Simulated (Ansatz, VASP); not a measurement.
**One calculation of O, two programs**

File INCAR:

```
PREC = Accurate
ENCUT = 520
EDIFF = 1E-6
ISMEAR = -1
SIGMA = 0.02
LREAL = F
LASPH = T
NELM = 100
ALGO = Normal
ISIF = 2
LWAVE = F
LCHARG = T
GGA = PS
LELF = T
LVHAR = T
NBANDS = 13
```

File KPOINTS:

```
regular mesh
0
Gamma
  10 10 10
```

File POSCAR:

```
O
1.0
    1.4444993768      0.8459291861      3.4195255998
   -1.4021986674      0.8316956959      3.4052921096
    0.0088237906     -1.6265003821      3.4000822906
O
2
Direct
    0.0577000000      0.0577000000      0.0577000000
    0.9423000000      0.9423000000      0.9423000000
```

Input for Ansatz:

```yaml
crystal:
  lattice:
    - [1.4444993768, 0.8459291861, 3.4195255998]
    - [-1.4021986674, 0.8316956959, 3.4052921096]
    - [0.0088237906, -1.6265003821, 3.4000822906]
  atoms:
    - { symbol: O, position: [0.0577, 0.0577, 0.0577] }
    - { symbol: O, position: [0.9423, 0.9423, 0.9423] }
kpoints:
  mp_grid: { grid: [10, 10, 10] }
  band_path:
    path:
      - [0.0, 0.0, 0.0]
      - [-0.5, -0.5, -0.5]
      - [0.5, 0.0, 0.0]
      - [0.0, 0.0, 0.0]
      - [0.0, 0.0, 0.5]
      - [0.0, -0.5, 0.0]
      - [0.0, 0.0, 0.0]
      - [0.5, 0.0, 0.5]
      - [-0.5, -0.5, 0.0]
    npoints: 5
scf:
  occupations: { method: fermi_dirac, width: 0.02 }
hamiltonian:
  xc: pbesol
  pseudopotentials: { kind: all_electron, lapw: { basis_error: 0.0005 } }
output:
  forces: true
  stress: true
  eigenvalues: true
```

Change from the starting cell: equal xy, yz and zx shear strains of +1 %.

Alike in both runs: task single point; functional PBEsol; k mesh 10 × 10 × 10; occupations fermi-dirac, width 0.02 eV; no spin polarisation.

```csv
,VASP,Ansatz
version,VASP 6.6.1,Ansatz 0.2.0
potentials or method,"VASP PAW PBE potentials, release 64 (O), cutoff 520 eV","all-electron LAPW, scalar-relativistic"
```

|  | VASP | Ansatz | Ansatz less VASP |
| --- | --- | --- | --- |
| pressure (GPa) | 5.9 | 1.8 | -4.07 |
| traceless stress, the component that is largest in VASP (GPa) | 29.59 | 20.79 | -8.801 |
| rms of the force components (eV/Å) | 2.270 | 1.292 | -0.9790 |

VASP's potentials were made for PBE, not for PBEsol. Atom by atom the forces differ by 0.979 eV/Å (rms over components). Ansatz ran all-electron here, and VASP with PAW potentials.

Noted on VASP's run: the standard files for N, O and F lose accuracy on very short bonds; spin is off for a triplet molecule.
